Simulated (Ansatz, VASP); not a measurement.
# One calculation of Si3N4, two programs

```xyz
14
Lattice="7.6322 0.0000 0.0000 -3.8161 6.6097 0.0000 0.0000 0.0000 2.9191" Properties=species:S:1:pos:R:3 pbc="T T T"
Si   -1.6007    5.0786    0.7298
Si    2.4337    1.1531    2.1893
Si    0.2182    2.6842    0.7298
Si    5.4168    1.5311    2.1893
Si    1.3824    5.4566    0.7298
Si    3.5979    3.9255    2.1893
N     0.0000    4.4065    0.7298
N     3.8161    2.2032    2.1893
N     2.4020    0.2004    0.7298
N     1.0274    2.1804    2.1893
N     6.2576    1.9800    0.7298
N     1.4141    6.4092    2.1893
N     2.7887    4.4292    0.7298
N    -2.4415    4.6297    2.1893
```

Alike in both runs: functional PBE; k mesh 4 × 4 × 9; occupations fermi-dirac, width 0.02 eV; no spin polarisation.

Ansatz relaxed the structure, and its values are those at the end. VASP's run is a single point on that final structure, the one shown.

|  | VASP | Ansatz |
| --- | --- | --- |
| version | VASP 6.6.1 | Ansatz 0.2.0 |
| potentials or method | VASP PAW PBE potentials, release 64 (Si, N) | plane-wave PAW, scalar-relativistic |
| plane-wave cutoff (eV) | 520 | 420 |
| valence electrons in the cell | 64 | 64 |

|  | VASP | Ansatz | Ansatz less VASP |
| --- | --- | --- | --- |
| gap on the k mesh at the Fermi level (eV) | 4.29 | 4.30 | +0.011 |
| pressure (GPa) | 2.3 | 2.6 | +0.29 |
| rms of the force components (eV/Å) | 0.006 | 0.008 | +0.0011 |

Ansatz's warnings: stress scf threshold loose.
